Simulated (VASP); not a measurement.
# Cr (Im-3m) in VASP: further runs

The runs below take Cr through single point, with PBEsol.

All numbers are computed with VASP 6.6.1; they aren't measurements. Logs are shortened: lines on timing, memory, paths and dates and some standing lists are left out, and cuts for length are marked.

### Step 1. The cell of the first run

Symmetry: Im-3m, No. 229, cubic system. The conventional cell has a = 2.884 Å, b = 2.884 Å, c = 2.884 Å, α = 90.00°, β = 90.00°, γ = 90.00°. Within 3.3 Å of Cr (site symmetry m-3m) lie 14 Cr at 2.50 to 2.88 Å.

### Step 2. Single point, PBEsol, collinear spin, ferromagnetic start

INCAR reads:

```
SYSTEM = Cr
ALGO     = Normal         ! electronic algorithm
EDIFF    = 1E-6           ! SCF threshold, eV
ENCUT    = 520            ! plane-wave cutoff, eV
GGA      = PS             ! functional
ISIF     = 2              ! what is computed and relaxed
ISMEAR   = 0              ! smearing method
ISPIN    = 2              ! spin polarisation
LASPH    = .True.         ! aspherical terms in the spheres
LCHARG   = .False.        ! write CHGCAR
LMAXMIX  = 4              ! l up to which the mixer works
LORBIT   = 11             ! projections on sites
LREAL    = .False.        ! projectors in reciprocal space
LWAVE    = .False.        ! write WAVECAR
MAGMOM   = 3              ! initial moments
NBANDS   = 16             ! bands
NELM     = 150            ! most SCF steps
PREC     = Accurate       ! precision mode
SIGMA    = 0.1            ! smearing width, eV
```

KPOINTS reads:

```
k-points
0
Gamma
  15 15 15
  0 0 0
```

POSCAR reads:

```
Cr
1.0
   -1.4419500000      1.4419500000      1.4419500000
    1.4419500000     -1.4419500000      1.4419500000
    1.4419500000      1.4419500000     -1.4419500000
Cr
1
Direct
    0.0000000000      0.0000000000      0.0000000000
```

Potentials or basis: VASP PAW PBE potentials, release 64 (Cr_pv).

The run is started by

```console
$ cat potpaw_PBE.64/Cr_pv/POTCAR > POTCAR
$ mpirun -np 1 vasp_std > vasp.out
```

OUTCAR:

```text
SYSTEM = Cr
   EDIFF = 1E-6
   ENCUT = 520
   GGA = PS
   ISIF = 2
   ISMEAR = 0
   ISPIN = 2
   LASPH = .True.
   LORBIT = 11
   LREAL = .False.
   NELM = 150
   PREC = Accurate

 ion  position               nearest neighbor table
   1  0.000  0.000  0.000-

  LATTYP: Found a body centered cubic cell.
 ALAT       =     2.8839000000

  Lattice vectors:

 A1 = (  -1.4419500000,   1.4419500000,   1.4419500000)
 A2 = (   1.4419500000,  -1.4419500000,   1.4419500000)
 A3 = (   1.4419500000,   1.4419500000,  -1.4419500000)

Analysis of symmetry for initial positions (statically):
=====================================================================
 Subroutine PRICEL returns:
 Original cell was already a primitive cell.

 Routine SETGRP: Setting up the symmetry group for a
 body centered cubic supercell.

 Subroutine GETGRP returns: Found 48 space group operations
[... 9 lines left out ...]

 Routine SETGRP: Setting up the symmetry group for a
 body centered cubic supercell.

 Subroutine GETGRP returns: Found 48 space group operations
 (whereof 48 operations were pure point group operations)
 out of a pool of 48 trial point group operations.

The dynamic configuration has the point symmetry O_h .

Analysis of structural, dynamic, and magnetic symmetry:
=====================================================================
 Subroutine PRICEL returns:
 Original cell was already a primitive cell.

 Routine SETGRP: Setting up the symmetry group for a
 body centered cubic supercell.

 Subroutine GETGRP returns: Found 48 space group operations
 (whereof 48 operations were pure point group operations)
 out of a pool of 48 trial point group operations.

The overall configuration has the point symmetry O_h .

 Subroutine INISYM returns: Found 48 space group operations
[... 5 lines left out ...]
                                     Primitive cell

  volume of cell :      11.9925

  direct lattice vectors                    reciprocal lattice vectors
    -1.441950000  1.441950000  1.441950000     0.000000000  0.346752661  0.346752661
     1.441950000 -1.441950000  1.441950000     0.346752661  0.000000000  0.346752661
     1.441950000  1.441950000 -1.441950000     0.346752661  0.346752661  0.000000000

  length of vectors
     2.497530662  2.497530662  2.497530662     0.490382316  0.490382316  0.490382316

  position of ions in fractional coordinates (direct lattice)
     0.000000000  0.000000000  0.000000000

  ion indices of the primitive-cell ions
   primitive index   ion index
                 1           1

----------------------------------------------------------------------------------------

 KPOINTS: k-points

Automatic generation of k-mesh.
 Grid dimensions read from file:
 generate k-points for:   15   15   15

 Generating k-lattice:

  Cartesian coordinates                     Fractional coordinates (reciprocal lattice)
     0.000000000  0.023116844  0.023116844     0.066666667  0.000000000  0.000000000
     0.023116844  0.000000000  0.023116844     0.000000000  0.066666667  0.000000000
     0.023116844  0.023116844  0.000000000     0.000000000  0.000000000  0.066666667

  Length of vectors
     0.032692154  0.032692154  0.032692154

  Shift w.r.t. Gamma in fractional coordinates (k-lattice)
     0.000000000  0.000000000  0.000000000

 Subroutine IBZKPT returns following result:
 ===========================================

 Found    120 irreducible k-points:

 Following reciprocal coordinates:
            Coordinates               Weight
  0.000000  0.000000  0.000000      1.000000
  0.066667  0.000000  0.000000     12.000000
  0.133333  0.000000  0.000000     12.000000
  0.200000  0.000000  0.000000     12.000000
  0.266667  0.000000  0.000000     12.000000
  0.333333  0.000000  0.000000     12.000000
[... 16 lines left out ...]
  0.333333  0.200000 -0.000000     48.000000
  0.400000  0.200000 -0.000000     24.000000
 [... further k-points ...]
   k-points           NKPTS =    120   k-points in BZ     NKDIM =    120   number of bands    NBANDS=     16
   number of dos      NEDOS =    301   number of ions     NIONS =      1
   total plane-waves  NPLWV =   8000
   dimension x,y,z NGX =    20 NGY =   20 NGZ =   20
   dimension x,y,z NGXF=    40 NGYF=   40 NGZF=   40
   ions per type =               1
   NGX,Y,Z   is equivalent  to a cutoff of  13.31, 13.31, 13.31 a.u.
   NGXF,Y,Z  is equivalent  to a cutoff of  26.63, 26.63, 26.63 a.u.
 SYSTEM =  Cr
   PREC   = accura    normal or accurate (medium, high low for compatibility)
   ISTART =      0    job   : 0-new  1-cont  2-samecut
   ICHARG =      2    charge: 1-file 2-atom 10-const
   ISPIN  =      2    spin polarized calculation?
   LNONCOLLINEAR =      F non collinear calculations
   LSORBIT =      F    spin-orbit coupling
   LASPH  =      T    aspherical Exc in radial PAW
   ENCUT  =  520.0 eV  38.22 Ry    6.18 a.u.   4.64  4.64  4.64*2*pi/ulx,y,z
   NELM   =    150;   NELMIN=  2; NELMDL= -5     # of ELM steps
   EDIFF  = 0.1E-05   stopping-criterion for ELM
   LREAL  =      F    real-space projection
   EDIFFG = 0.1E-04   stopping-criterion for IOM
   NSW    =      0    number of steps for IOM
   IBRION =     -1    ionic relax: 0-MD 1-quasi-New 2-CG
   NFREE  =      0    steps in history (QN), initial steepest desc. (CG)
   ISIF   =      2    stress and relaxation
   ISYM   =      2    0-nonsym 1-usesym 2-fastsym
   POTIM  = 0.5000    time-step for ionic-motion
   TEBEG  =    0.0;   TEEND  =   0.0 temperature during run
   PSTRESS=    0.0 pullay stress
   NELECT =      12.0000    total number of electrons
   NUPDOWN=      -1.0000    fix difference up-down
   EMIN   =  10.00;   EMAX   =-10.00  energy-range for DOS
   EFERMI =   0.00;   METHOD = LEGACY
   ISMEAR =     0;   SIGMA  =   0.10  broadening in eV -4-tet -1-fermi 0-gaus
   EFERMI_NEDOS =   21; number of points for ismear=-14 and -15
   IALGO  =     38    algorithm
   IMIX   =      4    mixing-type and parameters
     AMIX     =   0.40;   BMIX     =  1.00
     AMIX_MAG =   1.60;   BMIX_MAG =  1.00
  volume/ion in A,a.u.               =      11.99        80.93
  Fermi-wavevector in a.u.,A,eV,Ry     =   1.637439  3.094310 36.480015  2.681205
  Thomas-Fermi vector in A             =   2.728578
   LORBIT       =     11    0 simple, 1 ext, 2 COOP (PROOUT), +10 PAW based schemes
   GGA     = PS    functional components
   LHFCALC =     F    Hartree Fock is set to
   AEXX    =    0.0000 exact exchange contribution
   IVDW    =     0    specifies the selected vdW correction
   LEPSILON=     F    determine dielectric tensor
   LRPA    =     F    only Hartree local field effects (RPA)
 spin polarized calculation
 Gauss-broadening in eV      SIGMA  =   0.10
  energy-cutoff  :      520.00
  volume of cell :       11.99
 maximum number of plane-waves:       335
   NGX =  9   NGY =  9   NGZ =  9

 number of electron      11.9999992 magnetization      -0.0008061

 number of electron      11.9999992 magnetization       0.0007098

 Free energy of the ion-electron system (eV)
  ---------------------------------------------------
  ext. energy  EPLUGINS =         0.00000000
  ---------------------------------------------------
  free energy    TOTEN  =       -10.18636669 eV

  energy without entropy =      -10.18025189  energy(sigma->0) =      -10.18330929

 E-fermi :  10.2930     XC(G=0): -13.6145

 val. band max:       10.2891874032   @ k =  -0.3333   0.4000   0.2667
 cond. band min:      10.2982964619   @ k =   0.4000   0.0667   0.0667
 fundamental gap:      0.0091090587
 Fermi energy:        10.2929507507

 spin component 1

 k-point     1 :       0.0000    0.0000    0.0000
  band No.  band energies     occupation
      1     -32.3292      1.00000
      2     -32.3292      1.00000
      3     -32.3292      1.00000
      4       2.5530      1.00000
      5       9.4391      1.00000
      6       9.4391      1.00000
[... 8 lines left out ...]
     15      39.4489      0.00000
     16      43.6255      0.00000

 k-point     2 :       0.0667    0.0000    0.0000
  band No.  band energies     occupation
      1     -32.3663      1.00000
      2     -32.3406      1.00000
      3     -32.3294      1.00000
      4       2.7420      1.00000
      5       9.3676      1.00000
      6       9.4268      1.00000
[... 8 lines left out ...]
     15      39.8413      0.00000
     16      41.6071      0.00000

 k-point     3 :       0.1333    0.0000    0.0000
  band No.  band energies     occupation
      1     -32.4704      1.00000
      2     -32.3730      1.00000
      3     -32.3299      1.00000
      4       3.2870      1.00000
      5       9.1698      1.00000
      6       9.3619      1.00000
[... 8 lines left out ...]
     15      39.2388      0.00000
     16      39.5185      0.00000

 k-point     4 :       0.2000    0.0000    0.0000
  band No.  band energies     occupation
      1     -32.6218      1.00000
      2     -32.4203      1.00000
      3     -32.3308      1.00000
      4       4.1108      1.00000
      5       8.8898      1.00000
      6       9.2146      1.00000
[... 8 lines left out ...]
     15      38.4819      0.00000
     16      38.4957      0.00000
[... 324 lines left out ...]
 k-point    22 :       0.2667    0.2000    0.0000
  band No.  band energies     occupation
      1     -32.9950      1.00000
      2     -32.6237      1.00000
      3     -32.4041      1.00000
      4       6.7992      1.00000
      5       8.1071      1.00000
      6       8.7661      1.00000
[... 8 lines left out ...]
     15      39.0508      0.00000
     16      43.8098      0.00000

 k-point    23 :       0.3333    0.2000   -0.0000
  band No.  band energies     occupation
      1     -33.0365      1.00000
      2     -32.6827      1.00000
      3     -32.4093      1.00000
      4       6.9015      1.00000
      5       8.0620      1.00000
      6       9.0485      1.00000
[... 8 lines left out ...]
     15      39.0150      0.00000
     16      43.8274      0.00000

 k-point    24 :       0.4000    0.2000   -0.0000
  band No.  band energies     occupation
      1     -33.0497      1.00000
      2     -32.7053      1.00000
      3     -32.4109      1.00000
      4       6.8894      1.00000
      5       8.0545      1.00000
      6       9.1906      1.00000
[... 8 lines left out ...]
     15      38.9734      0.00000
     16      43.7438      0.00000

 [... further k-points ...]

 spin component 2

 k-point     1 :       0.0000    0.0000    0.0000
  band No.  band energies     occupation
      1     -32.3290      1.00000
      2     -32.3290      1.00000
      3     -32.3290      1.00000
      4       2.5537      1.00000
      5       9.4395      1.00000
      6       9.4395      1.00000
[... 8 lines left out ...]
     15      39.4497      0.00000
     16      43.6259      0.00000

 k-point     2 :       0.0667    0.0000    0.0000
  band No.  band energies     occupation
      1     -32.3661      1.00000
      2     -32.3405      1.00000
      3     -32.3292      1.00000
      4       2.7427      1.00000
      5       9.3680      1.00000
      6       9.4272      1.00000
[... 8 lines left out ...]
     15      39.8421      0.00000
     16      41.6078      0.00000

 k-point     3 :       0.1333    0.0000    0.0000
  band No.  band energies     occupation
      1     -32.4703      1.00000
      2     -32.3728      1.00000
      3     -32.3298      1.00000
      4       3.2877      1.00000
      5       9.1703      1.00000
      6       9.3623      1.00000
[... 8 lines left out ...]
     15      39.2395      0.00000
     16      39.5193      0.00000

 k-point     4 :       0.2000    0.0000    0.0000
  band No.  band energies     occupation
      1     -32.6216      1.00000
      2     -32.4202      1.00000
      3     -32.3306      1.00000
      4       4.1115      1.00000
      5       8.8903      1.00000
      6       9.2151      1.00000
[... 8 lines left out ...]
     15      38.4826      0.00000
     16      38.4965      0.00000
[... 324 lines left out ...]
 k-point    22 :       0.2667    0.2000    0.0000
  band No.  band energies     occupation
      1     -32.9948      1.00000
      2     -32.6235      1.00000
      3     -32.4039      1.00000
      4       6.7998      1.00000
      5       8.1076      1.00000
      6       8.7666      1.00000
[... 8 lines left out ...]
     15      39.0514      0.00000
     16      43.8105      0.00000

 k-point    23 :       0.3333    0.2000   -0.0000
  band No.  band energies     occupation
      1     -33.0363      1.00000
      2     -32.6826      1.00000
      3     -32.4091      1.00000
      4       6.9021      1.00000
      5       8.0625      1.00000
      6       9.0491      1.00000
[... 8 lines left out ...]
     15      39.0156      0.00000
     16      43.8281      0.00000

 k-point    24 :       0.4000    0.2000   -0.0000
  band No.  band energies     occupation
      1     -33.0495      1.00000
      2     -32.7052      1.00000
      3     -32.4107      1.00000
      4       6.8900      1.00000
      5       8.0549      1.00000
      6       9.1911      1.00000
[... 8 lines left out ...]
     15      38.9740      0.00000
     16      43.7445      0.00000

 [... further k-points ...]
[... 5 lines left out ...]
  --------------------------------------------------------------------------------------
  -------------------------------------------------------------------------------------
  Total       -1.3653050     -1.3653050     -1.3653050      0.0000000      0.0000000     -0.0000000
  in kB     -182.4020316   -182.4020316   -182.4020316      0.0000000      0.0000000     -0.0000000
  external PRESSURE =    -182.4020316 kB  Pullay stress =       0.0000000 kB

 VOLUME and BASIS-vectors are now :
 -----------------------------------------------------------------------------
  energy-cutoff  :      520.00
  volume of cell :       11.99
      direct lattice vectors                 reciprocal lattice vectors
    -1.441950000  1.441950000  1.441950000     0.000000000  0.346752661  0.346752661
     1.441950000 -1.441950000  1.441950000     0.346752661  0.000000000  0.346752661
     1.441950000  1.441950000 -1.441950000     0.346752661  0.346752661  0.000000000

 POSITION                                       TOTAL-FORCE (eV/Angst)
 -----------------------------------------------------------------------------------
      0.00000      0.00000      0.00000         0.000000     -0.000000     -0.000000
 -----------------------------------------------------------------------------------
    total drift:                                0.000000     -0.000000      0.000000

  FREE ENERGIE OF THE ION-ELECTRON SYSTEM (eV)
  ---------------------------------------------------
  free  energy   TOTEN  =       -10.1863666943 eV

  energy  without entropy=      -10.1802518924  energy(sigma->0) =      -10.18330929

 total charge

# of ion       s       p       d       tot
------------------------------------------
    1        0.418   6.384   4.173  10.975

 magnetization (x)

# of ion       s       p       d       tot
------------------------------------------
    1       -0.000   0.000   0.000   0.000
```

It took 24 s on 1 thread of Intel Xeon Platinum 8488C (Sapphire Rapids), shared host; peak memory 0.15 GiB.

What came out:

| Quantity | Value |
| --- | --- |
| Free energy | -10.1864 eV |
| Pressure | -18.2 GPa |
| Band gap on the k mesh | zero (filled and empty bands overlap) |
| Net moment | 0.00 μB per cell |
| Valence electrons inside the program's atomic spheres | Cr 10.97 |

Levels at points of the mesh, in eV from the Fermi level:
Spin up:
```
           k point  band 2  band 3  band 4  band 5  band 6  band 7  band 8  band 9  band 10  band 11
(0.00, 0.00, 0.00)  -42.62  -42.62   -7.74   -0.85   -0.85   -0.85    1.07    1.07     7.07    22.00
```
Spin down:
| k point | band 2 | band 3 | band 4 | band 5 | band 6 | band 7 | band 8 | band 9 | band 10 | band 11 |
| --- | --- | --- | --- | --- | --- | --- | --- | --- | --- | --- |
| (0.00, 0.00, 0.00) | -42.62 | -42.62 | -7.74 | -0.85 | -0.85 | -0.85 | 1.07 | 1.07 | 7.07 | 22.00 |

Caveat: the starting moments collapsed, and a magnetic state may lie lower; the PAW data sets were made with another functional, which shifts forces and pressure a little.

### Step 3. Single point, PBEsol, collinear spin, ferromagnetic start

INCAR reads:

```
SYSTEM = Cr
PREC = Accurate ; ENCUT = 500
EDIFF = 1E-6 ; ISMEAR = -1
SIGMA = 0.003 ; LREAL = .False.
LASPH = .True. ; NELM = 200
ALGO = Normal ; ISIF = 2
LWAVE = .False. ; LCHARG = .False.
ISPIN = 2 ; MAGMOM = 3
LORBIT = 11 ; LMAXMIX = 4
GGA = PS ; NBANDS = 16
GGA_COMPAT = .False.
```

KPOINTS reads:

```
Automatic mesh
0
Gamma
  15 15 15
  0 0 0
```

POSCAR is that of step 2.

Potentials or basis: VASP PAW PBE potentials, release 64 (Cr_pv).

The run is started by

```console
$ cat potpaw_PBE.64/Cr_pv/POTCAR > POTCAR
$ mpirun -np 1 vasp_std > vasp.out
```

Wall time 15 s (1 thread of Intel Xeon 6975P-C (Granite Rapids), shared host); peak memory 0.14 GiB.

The run converged. Its results:

* Free energy: -10.1824 eV
* Pressure: -18.2 GPa
* Band gap on the k mesh: zero (filled and empty bands overlap)
* Net moment: -0.01 μB per cell
* Valence electrons inside the program's atomic spheres: Cr 10.97

Levels at points of the mesh, in eV from the Fermi level:
Spin up:
```tsv
k point	band 2	band 3	band 4	band 5	band 6	band 7	band 8	band 9	band 10	band 11
(0.00, 0.00, 0.00)	-42.64	-42.64	-7.75	-0.87	-0.87	-0.87	1.06	1.06	7.06	21.99
```
Spin down:
```tsv
k point	band 3	band 4	band 5	band 6	band 7	band 8	band 9	band 10
(0.00, 0.00, 0.00)	-42.64	-7.75	-0.87	-0.87	-0.87	1.05	1.05	7.05
```

Caveat: the starting moments collapsed, and a magnetic state may lie lower; the PAW data sets were made with another functional, which shifts forces and pressure a little.

### Step 4. Single point, PBEsol, collinear spin, ferromagnetic start

INCAR reads:

```
ALGO = Normal
EDIFF = 1E-6
ENCUT = 500
GGA = PS
GGA_COMPAT = False
ISIF = 2
ISMEAR = 0
ISPIN = 2
LASPH = True
LCHARG = False
LMAXMIX = 4
LORBIT = 11
LREAL = False
LWAVE = False
MAGMOM = 3
NBANDS = 16
NELM = 200
PREC = Accurate
SIGMA = 0.1
```

KPOINTS reads:

```
k-points
0
Gamma
  15 15 15
```

POSCAR is that of step 3.

The run is started by

```console
$ cat potpaw_PBE.64/Cr_pv/POTCAR > POTCAR
$ mpirun -np 1 vasp_std > vasp.out
```

Run time: 14 s. Hardware: 1 thread of Intel Xeon 6975P-C (Granite Rapids), shared host; peak memory 0.14 GiB.

Results (log left out):

* Free energy: -10.1863 eV
* Pressure: -18.3 GPa
* Band gap on the k mesh: zero (filled and empty bands overlap)
* Net moment: 0.00 μB per cell
* Valence electrons inside the program's atomic spheres: Cr 10.97

Levels at points of the mesh, in eV from the Fermi level:
Spin up:
```tsv
k point	band 4	band 5	band 6	band 7	band 8	band 9
(0.00, 0.00, 0.00)	-7.74	-0.85	-0.85	-0.85	1.07	1.07
```
Spin down:
```csv
k point,band 3,band 4,band 5,band 6,band 7,band 8,band 9,band 10
"(0.00, 0.00, 0.00)",-42.62,-7.74,-0.85,-0.85,-0.85,1.07,1.07,7.08
```

Caveat: the starting moments collapsed, and a magnetic state may lie lower; the PAW data sets were made with another functional, which shifts forces and pressure a little.
